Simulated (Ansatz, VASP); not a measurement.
# Sc4Mo in VASP and in Ansatz

```
Sc Mo
1.0
    -0.00806    5.02835   -0.00998
    -0.01393   -0.01043    5.02319
    10.04200   -0.01663   -0.02744
Sc Mo
8 2
Direct
  0.99965 0.99911 0.25030
  0.00008 0.00059 0.75030
  0.50109 0.00087 0.99979
  0.50009 0.99889 0.49998
  0.00002 0.50219 0.99994
  0.99959 0.49872 0.49991
  0.49848 0.49787 0.24964
  0.49922 0.50038 0.74922
  0.00148 0.00269 0.00059
  0.00030 0.99868 0.50032
```

Change from the starting cell: cell x2, atoms moved at random (sigma 0.1 Å) and cell strained at random (1.5 %), then relaxed without symmetry.

Alike in both runs: functional PBE; k mesh 4 × 4 × 2; occupations gaussian, width 0.2 eV; no spin polarisation.

Ansatz relaxed the structure, and its values are those at the end. VASP's run is a single point on that final structure, the one shown.

```csv
,VASP,Ansatz
version,VASP 6.6.1,Ansatz 0.2.0
potentials or method,"VASP PAW PBE potentials, release 64 (Sc_sv, Mo_sv), cutoff 520 eV","scalar-relativistic, plane waves, PAW"
valence electrons in the cell,116,116
```

```csv
,VASP,Ansatz,Ansatz less VASP
gap on the k mesh at the Fermi level (eV),none,none,-
pressure (GPa),0.3,0.1,-0.20
rms of the force components (eV/Å),0.006,0.006,-0.0002
```

A gap of «none» marks a metal or a gap that the smearing closes. With one functional, cell and mesh, what is left measures potentials, basis and numerics.
